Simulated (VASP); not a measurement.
Input of a VASP 6.6.1 run:

Contents of INCAR:

```
  PREC = Accurate
  ENCUT = 500
  EDIFF = 1E-6
  ISMEAR = 0
  SIGMA = 0.1
  LREAL = F
  LASPH = T
  NELM = 120
  ALGO = Normal
  ISIF = 2
  LWAVE = F
  LCHARG = F
  GGA = CA
  NBANDS = 16
  GGA_COMPAT = F
```

Contents of KPOINTS:

```
regular mesh
0
Gamma
  10 10 10
```

The input POSCAR:

```
InSb
1.0
    0.0000000000      3.1928857815      3.1928857815
    3.1928857815      0.0000000000      3.1928857815
    3.1928857815      3.1928857815      0.0000000000
In Sb
1 1
Direct
    0.0000000000      0.0000000000      0.0000000000
    0.2500000000      0.2500000000      0.2500000000
```

Potentials or basis: VASP PAW LDA potentials, release 64 (In_d, Sb).

Run with:

```bash
$ cat potpaw_LDA.64/In_d/POTCAR potpaw_LDA.64/Sb/POTCAR > POTCAR
$ mpirun -np 1 vasp_std > vasp.out
```

(1) What does it give for the band gap on the k mesh?

(2) Predict the pressure.

Answers

(1) zero (filled and empty bands touch).

(2) 1.6 GPa.

Caveat: the cell differs from its parent crystal (strained cell); spin-orbit coupling is left out, which moves the levels of the heavy elements.
